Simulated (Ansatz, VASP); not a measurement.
**CuO in VASP and in Ansatz**

Contents of INCAR:

```
SYSTEM = CuO
ALGO = Normal
EDIFF = 1E-6
ENCUT = 700
GGA_COMPAT = .FALSE.
ISIF = 2
ISMEAR = -1
LASPH = .TRUE.
LCHARG = .FALSE.
LREAL = .FALSE.
LWAVE = .FALSE.
NBANDS = 33
NELM = 120
PREC = Accurate
SIGMA = 0.05
```

KPOINTS

```
k-points
0
G
  10 10 6
  0 0 0
```

File POSCAR:

```
CuO
1.0
    3.1795331000      0.0000000000      0.0000000000
   -1.5897665500      2.7535564400      0.0000000000
    0.0000000000      0.0000000000      4.4314907300
Cu O
2 2
Direct
    0.0000000000      0.0000000000      0.0000000000
    0.0000000000      0.0000000000      0.5000000000
    0.3333333333      0.6666666667      0.2500000000
    0.6666666667      0.3333333333      0.7500000000
```

The input input.yaml:

```yaml
crystal:
  lattice:
    - [3.1795331, 0.0, 0.0]
    - [-1.58976655, 2.75355644, 0.0]
    - [0.0, 0.0, 4.43149073]
  atoms:
    - { symbol: Cu, position: [0.0, 0.0, 0.0] }
    - { symbol: Cu, position: [0.0, 0.0, 0.5] }
    - { symbol: O, position: [0.3333333333, 0.6666666667, 0.25] }
    - { symbol: O, position: [0.6666666667, 0.3333333333, 0.75] }
hamiltonian:
  xc: lda
  pseudopotentials: { kind: paw }
kpoints:
  mp_grid: { grid: [10, 10, 6] }
scf:
  occupations: { method: fermi_dirac, width: 0.05 }
  n_extra_bands: 10
output:
  forces: true
  stress: true
  eigenvalues: true
  dos: { projected: true, de: 0.05, nscf_kmesh: { grid: [15, 15, 9] } }
  write_density: true
  write_potential: true
  elf: true
  volumetric_format: npy
```

Alike in both runs: functional LDA; k mesh 10 × 10 × 6; occupations fermi-dirac, width 0.05 eV; no spin polarisation.

```csv
,VASP,Ansatz
version,VASP 6.6.1,Ansatz 0.2.0
potentials or method,"VASP PAW LDA potentials, release 64 (Cu_sv_GW, O)",Ansatz PAW
plane-wave cutoff (eV),700,420
valence electrons in the cell,50,50
task,single point,projected density of states
```

|  | VASP | Ansatz | Ansatz less VASP |
| --- | --- | --- | --- |
| gap on the k mesh at the Fermi level (eV) | none | none | - |
| pressure (GPa) | -12.7 | -9.9 | +2.75 |
| traceless stress, the component that is largest in VASP (GPa) | 29.23 | 29.00 | -0.237 |

LDA's correlation is that of Perdew and Zunger in VASP and of Perdew and Wang (1992) in Ansatz. A gap of «none» marks a metal or a gap that the smearing closes.
